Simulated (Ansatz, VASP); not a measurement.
# Two plane-wave programs on Zr2HS4

```
CELL_PARAMETERS angstrom
7.29768 0.00000 0.00000
-3.64884 6.31997 0.00000
0.00000 0.00000 20.91715
ATOMIC_POSITIONS crystal
S 0.33333 0.16667 0.19123
S 0.33333 0.66667 0.19123
S 0.83333 0.16667 0.19123
S 0.83333 0.66667 0.19123
S 0.16667 0.33333 0.33069
S 0.16667 0.83333 0.33069
S 0.66667 0.33333 0.33069
S 0.66667 0.83333 0.33069
Zr 0.00000 0.00000 0.26096
Zr 0.00000 0.50000 0.26096
Zr 0.50000 0.00000 0.26096
Zr 0.50000 0.50000 0.26096
H 0.29698 0.70302 0.45499
H 0.36969 0.63031 0.45499
```

Alike in both runs: task single point; functional PBE; dispersion D3(BJ); k mesh 6 × 6 × 1; occupations gaussian, width 0.05 eV; no spin polarisation.

|  | VASP | Ansatz |
| --- | --- | --- |
| version | VASP 6.6.1 | Ansatz 0.2.0 |
| potentials or method | VASP PAW PBE potentials, release 64 (S, Zr_sv, H), cutoff 400 eV | scalar-relativistic, plane waves, PAW |
| valence electrons in the cell | 98 | 98 |

|  | VASP | Ansatz | Ansatz less VASP |
| --- | --- | --- | --- |
| gap on the k mesh at the Fermi level (eV) | 1.10 | 1.10 | +0.003 |
| least direct gap on the mesh (eV) | 1.10 | 1.10 | +0.003 |
| rms of the force components (eV/Å) | 0.727 | 0.736 | +0.0091 |
